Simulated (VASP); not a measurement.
Input of a VASP 6.6.1 run:

POSCAR

```
BeSe2
1.0
    1.5923720000      2.7580660000      0.0000000000
   -1.5923720000      2.7580660000      0.0000000000
    0.0000000000      0.0000000000     12.5550550000
Be Se
2 4
Direct
    0.3333300000      0.3333400000      0.2500000000
    0.6666600000      0.6666700000      0.7500000000
    0.3333300000      0.3333400000      0.6210000000
    0.6666600000      0.6666700000      0.1210000000
    0.3333300000      0.3333400000      0.8790000000
    0.6666700000      0.6666700000      0.3790000000
```

The input INCAR.step1:

```
ALGO = Normal
EDIFF = 1E-4
ENCUT = 520
GGA = PE
ISMEAR = 1
LASPH = True
LCHARG = False
LREAL = False
LWAVE = True
NBANDS = 23
NELECT = 27.0
NELM = 100
PREC = Accurate
SIGMA = 0.0559
```

The input INCAR.step2:

```
ALGO = Normal
EDIFF = 1E-6
ENCUT = 520
ISIF = 2
ISMEAR = 1
ISTART = 1
LASPH = True
LCHARG = False
LMIXTAU = True
LREAL = False
LWAVE = False
METAGGA = R2SCAN
NBANDS = 23
NELECT = 27.0
NELM = 100
PREC = Accurate
SIGMA = 0.0559
```

File KPOINTS:

```
k-points
0
Gamma
  6 6 2
```

Potentials or basis: VASP PAW PBE potentials, release 64 (Be, Se).

Run with:

```bash
$ cat potpaw_PBE.64/Be/POTCAR potpaw_PBE.64/Se/POTCAR > POTCAR
$ cp INCAR.step1 INCAR
$ mpirun -np 1 vasp_std > vasp.out
$ cp INCAR.step2 INCAR
$ mpirun -np 1 vasp_std > vasp.out
```

Q: Estimate the largest force.

A: 0.612 eV/Å.

Forces in eV/Å, atoms in the order of the input:
```
Be   0.000  0.000  0.000
Be   0.000  0.000  0.000
Se   0.000  0.000  0.612
Se   0.000  0.000  0.612
Se   0.000  0.000 -0.611
Se   0.000  0.000 -0.612
```

Caveat: the k points lie up to 0.38 Å⁻¹ apart; the cell carries a net charge on a neutralising background, which shifts energy and pressure; the PAW data sets were made with another functional, which shifts forces and pressure a little.
